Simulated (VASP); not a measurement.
# Ta2H5 (P4/mmm) in VASP: notebook

The runs below take Ta2H5 through single point, relaxation of cell and atoms, with PBE.

Everything below comes from runs of VASP 6.6.1. Logs are shortened: lines on timing, memory, paths and dates and some standing lists are left out, and cuts for length are marked.

### Step 1. The cell of the first run

It takes space group P4/mmm (No. 123, tetragonal). The conventional cell has a = 3.888 Å, b = 3.888 Å, c = 3.751 Å, α = 90.00°, β = 90.00°, γ = 90.00°. Ta (site symmetry mmm) has 6 H at 1.88 to 2.14 Å within 2.5 Å. Within 2.5 Å of H (site symmetry mmm) lie 2 Ta at 1.88 Å and 6 H at 1.94 to 2.18 Å. Within 2.4 Å of H (site symmetry 4mm) lie 6 H at 1.79 to 2.18 Å and 4 Ta at 2.14 Å. H (site symmetry 4/mmm) has 4 H at 1.94 Å within 2.6 Å.

### Step 2. Single point, PBE

File INCAR:

```
SYSTEM = Ta2H5
  ALGO = Normal
  EDIFF = 1E-6
  ENCUT = 520
  GGA = PE
  ISIF = 2
  ISMEAR = 0
  LASPH = .TRUE.
  LCHARG = .TRUE.
  LELF = .TRUE.
  LREAL = .FALSE.
  LVHAR = .TRUE.
  LWAVE = .FALSE.
  NBANDS = 22
  NELM = 60
  PREC = Accurate
  SIGMA = 0.1
```

File KPOINTS:

```
k-points
0
G
  6 6 4
  0 0 0
```

File POSCAR:

```
Ta2H5
1.0
    3.8879221035      0.0000000000      0.0000000000
    0.0000000000      3.8879221035      0.0000000000
    0.0000000000      0.0000000000      3.7514848993
Ta H
2 5
Direct
    0.5000000000      0.0000000000      0.5000000000
    0.0000000000      0.5000000000      0.5000000000
    0.5000000000      0.0000000000      0.0000000000
    0.0000000000      0.5000000000      0.0000000000
    0.0000000000      0.0000000000      0.2619326492
    0.0000000000      0.0000000000      0.7380673508
    0.5000000000      0.5000000000      0.0000000000
```

Potentials or basis: VASP PAW PBE potentials, release 64 (Ta_pv, H).

On the command line:

```
$ cat potpaw_PBE.64/Ta_pv/POTCAR potpaw_PBE.64/H/POTCAR > POTCAR
$ mpirun -np 1 vasp_std > vasp.out
```

OUTCAR:

```text
SYSTEM = Ta2H5
   EDIFF = 1E-6
   ENCUT = 520
   GGA = PE
   ISIF = 2
   ISMEAR = 0
   LASPH = .TRUE.
   LREAL = .FALSE.
   NELM = 60
   PREC = Accurate

 ion  position               nearest neighbor table
   1  0.500  0.000  0.500-   3 1.88   3 1.88   6 2.14   5 2.14   5 2.14   6 2.14   2 2.75   2 2.75
                             2 2.75   2 2.75
   2  0.000  0.500  0.500-   4 1.88   4 1.88   6 2.14   5 2.14   5 2.14   6 2.14   1 2.75   1 2.75
                             1 2.75   1 2.75
   3  0.500  0.000  0.000-   1 1.88   1 1.88
   4  0.000  0.500  0.000-   2 1.88   2 1.88
   5  0.000  0.000  0.262-   1 2.14   2 2.14   2 2.14   1 2.14
   6  0.000  0.000  0.738-   1 2.14   2 2.14   2 2.14   1 2.14
   7  0.500  0.500  0.000-

  LATTYP: Found a simple tetragonal cell.
 ALAT       =     3.8879221035
 C/A-ratio  =     0.9649074234

  Lattice vectors:

 A1 = (   3.8879221035,   0.0000000000,   0.0000000000)
 A2 = (   0.0000000000,   3.8879221035,   0.0000000000)
 A3 = (   0.0000000000,   0.0000000000,   3.7514848993)

Analysis of symmetry for initial positions (statically):
=====================================================================
 Subroutine PRICEL returns:
 Original cell was already a primitive cell.

 Routine SETGRP: Setting up the symmetry group for a
 simple tetragonal supercell.

 Subroutine GETGRP returns: Found 16 space group operations
 (whereof 16 operations were pure point group operations)
 out of a pool of 16 trial point group operations.

The static configuration has the point symmetry D_4h.

Analysis of symmetry for dynamics (positions and initial velocities):
=====================================================================
 Subroutine PRICEL returns:
 Original cell was already a primitive cell.

 Routine SETGRP: Setting up the symmetry group for a
 simple tetragonal supercell.

 Subroutine GETGRP returns: Found 16 space group operations
 (whereof 16 operations were pure point group operations)
 out of a pool of 16 trial point group operations.

The dynamic configuration has the point symmetry D_4h.

 Subroutine INISYM returns: Found 16 space group operations
 (whereof 16 operations are pure point group operations),
 and found     1 'primitive' translations

----------------------------------------------------------------------------------------

                                     Primitive cell

  volume of cell :      56.7072

  direct lattice vectors                    reciprocal lattice vectors
     3.887922103  0.000000000  0.000000000     0.257206799  0.000000000  0.000000000
     0.000000000  3.887922103  0.000000000     0.000000000  0.257206799  0.000000000
     0.000000000  0.000000000  3.751484899     0.000000000  0.000000000  0.266561116

  length of vectors
     3.887922103  3.887922103  3.751484899     0.257206799  0.257206799  0.266561116

  position of ions in fractional coordinates (direct lattice)
     0.500000000  0.000000000  0.500000000
     0.000000000  0.500000000  0.500000000
     0.500000000  0.000000000  0.000000000
     0.000000000  0.500000000  0.000000000
     0.000000000  0.000000000  0.261932649
     0.000000000  0.000000000  0.738067351
     0.500000000  0.500000000  0.000000000

  ion indices of the primitive-cell ions
   primitive index   ion index
                 1           1
                 2           2
                 3           3
                 4           4
                 5           5
                 6           6
                 7           7

----------------------------------------------------------------------------------------

 KPOINTS: k-points

Automatic generation of k-mesh.
 Grid dimensions read from file:
 generate k-points for:    6    6    4

 Generating k-lattice:

  Cartesian coordinates                     Fractional coordinates (reciprocal lattice)
     0.042867800  0.000000000  0.000000000     0.166666667  0.000000000  0.000000000
     0.000000000  0.042867800  0.000000000     0.000000000  0.166666667  0.000000000
     0.000000000  0.000000000  0.066640279     0.000000000  0.000000000  0.250000000

  Length of vectors
     0.042867800  0.042867800  0.066640279

  Shift w.r.t. Gamma in fractional coordinates (k-lattice)
     0.000000000  0.000000000  0.000000000

 Subroutine IBZKPT returns following result:
 ===========================================

 Found     30 irreducible k-points:

 Following reciprocal coordinates:
            Coordinates               Weight
  0.000000  0.000000  0.000000      1.000000
  0.166667  0.000000  0.000000      4.000000
  0.333333  0.000000  0.000000      4.000000
  0.500000  0.000000  0.000000      2.000000
  0.166667  0.166667  0.000000      4.000000
  0.333333  0.166667  0.000000      8.000000
[... 16 lines left out ...]
  0.333333  0.000000  0.500000      4.000000
  0.500000  0.000000  0.500000      2.000000
 [... further k-points ...]
   k-points           NKPTS =     30   k-points in BZ     NKDIM =     30   number of bands    NBANDS=     22
   number of dos      NEDOS =    301   number of ions     NIONS =      7
   total plane-waves  NPLWV =  25200
   dimension x,y,z NGX =    30 NGY =   30 NGZ =   28
   dimension x,y,z NGXF=    60 NGYF=   60 NGZF=   56
   ions per type =               2   5
   NGX,Y,Z   is equivalent  to a cutoff of  12.83, 12.83, 12.41 a.u.
   NGXF,Y,Z  is equivalent  to a cutoff of  25.66, 25.66, 24.82 a.u.
 SYSTEM =  Ta2H5
   PREC   = accura    normal or accurate (medium, high low for compatibility)
   ISTART =      0    job   : 0-new  1-cont  2-samecut
   ICHARG =      2    charge: 1-file 2-atom 10-const
   ISPIN  =      1    spin polarized calculation?
   LNONCOLLINEAR =      F non collinear calculations
   LSORBIT =      F    spin-orbit coupling
   LASPH  =      T    aspherical Exc in radial PAW
   ENCUT  =  520.0 eV  38.22 Ry    6.18 a.u.   7.23  7.23  6.98*2*pi/ulx,y,z
   NELM   =     60;   NELMIN=  2; NELMDL= -5     # of ELM steps
   EDIFF  = 0.1E-05   stopping-criterion for ELM
   LREAL  =      F    real-space projection
   EDIFFG = 0.1E-04   stopping-criterion for IOM
   NSW    =      0    number of steps for IOM
   IBRION =     -1    ionic relax: 0-MD 1-quasi-New 2-CG
   NFREE  =      0    steps in history (QN), initial steepest desc. (CG)
   ISIF   =      2    stress and relaxation
   ISYM   =      2    0-nonsym 1-usesym 2-fastsym
   POTIM  = 0.5000    time-step for ionic-motion
   TEBEG  =    0.0;   TEEND  =   0.0 temperature during run
   PSTRESS=    0.0 pullay stress
   NELECT =      27.0000    total number of electrons
   NUPDOWN=      -1.0000    fix difference up-down
   EMIN   =  10.00;   EMAX   =-10.00  energy-range for DOS
   EFERMI =   0.00;   METHOD = LEGACY
   ISMEAR =     0;   SIGMA  =   0.10  broadening in eV -4-tet -1-fermi 0-gaus
   EFERMI_NEDOS =   21; number of points for ismear=-14 and -15
   IALGO  =     38    algorithm
   IMIX   =      4    mixing-type and parameters
     AMIX     =   0.40;   BMIX     =  1.00
     AMIX_MAG =   1.60;   BMIX_MAG =  1.00
  volume/ion in A,a.u.               =       8.10        54.67
  Fermi-wavevector in a.u.,A,eV,Ry     =   1.278351  2.415732 22.234372  1.634180
  Thomas-Fermi vector in A             =   2.410898
   LORBIT       =      0    0 simple, 1 ext, 2 COOP (PROOUT), +10 PAW based schemes
   GGA     = PE    functional components
   LHFCALC =     F    Hartree Fock is set to
   AEXX    =    0.0000 exact exchange contribution
   IVDW    =     0    specifies the selected vdW correction
   LEPSILON=     F    determine dielectric tensor
   LRPA    =     F    only Hartree local field effects (RPA)
 non-spin polarized calculation
 Gauss-broadening in eV      SIGMA  =   0.10
  energy-cutoff  :      520.00
  volume of cell :       56.71
 maximum number of plane-waves:      1552
 NGX is ok and might be reduce to    30
   NGX = 15   NGY = 15   NGZ = 13

 number of electron      27.0000005 magnetization

 Free energy of the ion-electron system (eV)
  ---------------------------------------------------
  ext. energy  EPLUGINS =         0.00000000
  ---------------------------------------------------
  free energy    TOTEN  =       -37.00052997 eV

  energy without entropy =      -36.98980036  energy(sigma->0) =      -36.99516516

 E-fermi :   4.1558     XC(G=0): -11.4360

 val. band max:        4.1328937268   @ k =   0.5000   0.0000   0.0000
 cond. band min:       4.1722020527   @ k =   0.5000   0.0000   0.2500
 fundamental gap:      0.0393083259
 Fermi energy:         4.1558129710

 k-point     1 :       0.0000    0.0000    0.0000
  band No.  band energies     occupation
      1     -30.9641      2.00000
      2     -30.9641      2.00000
      3     -30.6364      2.00000
      4     -30.3823      2.00000
      5     -29.9616      2.00000
      6     -29.9616      2.00000
[... 14 lines left out ...]
     21      10.8334      0.00000
     22      11.6396      0.00000

 k-point     2 :       0.1667    0.0000    0.0000
  band No.  band energies     occupation
      1     -30.9144      2.00000
      2     -30.9038      2.00000
      3     -30.6188      2.00000
      4     -30.3987      2.00000
      5     -30.0414      2.00000
      6     -30.0305      2.00000
[... 14 lines left out ...]
     21      10.7181      0.00000
     22      11.7661      0.00000

 k-point     3 :       0.3333    0.0000    0.0000
  band No.  band energies     occupation
      1     -30.7739      2.00000
      2     -30.7403      2.00000
      3     -30.5711      2.00000
      4     -30.4440      2.00000
      5     -30.2416      2.00000
      6     -30.2113      2.00000
[... 14 lines left out ...]
     21      10.1978      0.00000
     22      11.8447      0.00000
[... 476 lines left out ...]
 k-point    23 :       0.3333    0.0000    0.5000
  band No.  band energies     occupation
      1     -30.7682      2.00000
      2     -30.7354      2.00000
      3     -30.6583      2.00000
      4     -30.5219      2.00000
      5     -30.2369      2.00000
      6     -30.2076      2.00000
[... 14 lines left out ...]
     21       7.3808      0.00000
     22       9.2619      0.00000

 k-point    24 :       0.5000    0.0000    0.5000
  band No.  band energies     occupation
      1     -30.6259      2.00000
      2     -30.5905      2.00000
      3     -30.5881      2.00000
      4     -30.5747      2.00000
      5     -30.4083      2.00000
      6     -30.3769      2.00000
[... 14 lines left out ...]
     21       7.8548      0.00000
     22       9.2244      0.00000

 [... further k-points ...]
[... 5 lines left out ...]
  --------------------------------------------------------------------------------------
  -------------------------------------------------------------------------------------
  Total        0.0594503      0.0594503     -0.0350833      0.0000000      0.0000000      0.0000000
  in kB        1.6796799      1.6796799     -0.9912252      0.0000000      0.0000000      0.0000000
  external PRESSURE =       0.7893782 kB  Pullay stress =       0.0000000 kB

 VOLUME and BASIS-vectors are now :
 -----------------------------------------------------------------------------
  energy-cutoff  :      520.00
  volume of cell :       56.71
      direct lattice vectors                 reciprocal lattice vectors
     3.887922103  0.000000000  0.000000000     0.257206799  0.000000000  0.000000000
     0.000000000  3.887922103  0.000000000     0.000000000  0.257206799  0.000000000
     0.000000000  0.000000000  3.751484899     0.000000000  0.000000000  0.266561116

 POSITION                                       TOTAL-FORCE (eV/Angst)
 -----------------------------------------------------------------------------------
      1.94396      0.00000      1.87574         0.000000      0.000000      0.000000
      0.00000      1.94396      1.87574         0.000000      0.000000      0.000000
      1.94396      0.00000      0.00000         0.000000      0.000000      0.000000
      0.00000      1.94396      0.00000         0.000000      0.000000      0.000000
      0.00000      0.00000      0.98264         0.000000      0.000000     -0.005580
      0.00000      0.00000      2.76885         0.000000      0.000000      0.005580
      1.94396      1.94396      0.00000         0.000000      0.000000      0.000000
 -----------------------------------------------------------------------------------
    total drift:                                0.000000      0.000000     -0.000000

  FREE ENERGIE OF THE ION-ELECTRON SYSTEM (eV)
  ---------------------------------------------------
  free  energy   TOTEN  =       -37.0005299687 eV

  energy  without entropy=      -36.9898003562  energy(sigma->0) =      -36.99516516
```

Wall time 35 s (1 thread of AMD EPYC 7R43 (Zen 3), shared host); peak memory 0.15 GiB.

Results:

```yaml
Free_energy: -37.0005 eV
Pressure: 0.1 GPa
Largest_force: 0.006 eV/Å
```

Forces on the atoms (eV/Å):
```
Ta   0.000  0.000  0.000
Ta   0.000  0.000  0.000
H    0.000  0.000  0.000
H    0.000  0.000  0.000
H    0.000  0.000 -0.006
H    0.000  0.000  0.006
H    0.000  0.000  0.000
```

Caveat: the k points lie up to 0.42 Å⁻¹ apart; spin-orbit coupling is left out, which moves the levels of the heavy elements.

(Part 1 of 3 ends here.)
